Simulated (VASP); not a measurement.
## Hf: single point with BLYP

Crystal: Hf.

```xyz
2
Lattice="3.3567 0.0000 0.0000 -1.6784 2.9070 0.0000 0.0000 0.0000 5.3119" Properties=species:S:1:pos:R:3 pbc="T T T"
Hf    0.0000    1.9380    1.3280
Hf    1.6784    0.9690    3.9839
```

This cell differs from its parent crystal: volume scaled by 1.12.

```
Program             : VASP 6.6.1
Task                : single point
Functional          : BLYP
Potentials or basis : VASP PAW PBE potentials, release 64 (Hf_pv)
Cutoff              : 520 eV
k mesh              : 18 × 18 × 10
Occupations         : fermi-dirac, width 0.1 eV
Spin                : no spin polarisation
```

The pressure is -9.5 GPa and the band gap on the k mesh is zero (band 10 reaches 5.47 eV, above the bottom of band 11 at 3.99 eV).

Stress tensor (GPa, compression positive):
```
-9.32  0.00  0.00
 0.00 -9.32  0.00
 0.00  0.00 -9.73
```

Levels at points of the mesh, in eV from the Fermi level:
| k point | band 6 | band 7 | band 8 | band 9 | band 10 | band 11 | band 12 | band 13 | band 14 | band 15 |
| --- | --- | --- | --- | --- | --- | --- | --- | --- | --- | --- |
| (0.00, 0.00, 0.00) | -30.61 | -6.73 | -3.26 | 0.46 | 1.03 | 1.03 | 1.25 | 1.68 | 1.68 | 2.21 |
| (0.50, 0.00, 0.00) | -30.67 | -3.06 | -2.25 | -1.78 | -0.83 | 0.72 | 0.72 | 1.41 | 4.80 | 5.19 |
| (0.00, 0.00, 0.50) | -30.65 | -5.00 | -5.00 | 0.16 | 0.16 | 0.93 | 0.93 | 0.93 | 0.93 | 3.93 |
| (0.50, 0.00, 0.50) | -30.74 | -2.93 | -2.93 | -0.80 | -0.80 | 0.95 | 0.95 | 2.24 | 2.24 | 5.02 |

Wall time 2.3 min on 1 thread of Intel Xeon 6975P-C, with other jobs on the host, peak memory 0.3 GiB.

Caveat: the PAW data sets were made with another functional, which shifts forces and pressure a little; spin-orbit coupling is left out, which moves the levels of the heavy elements.
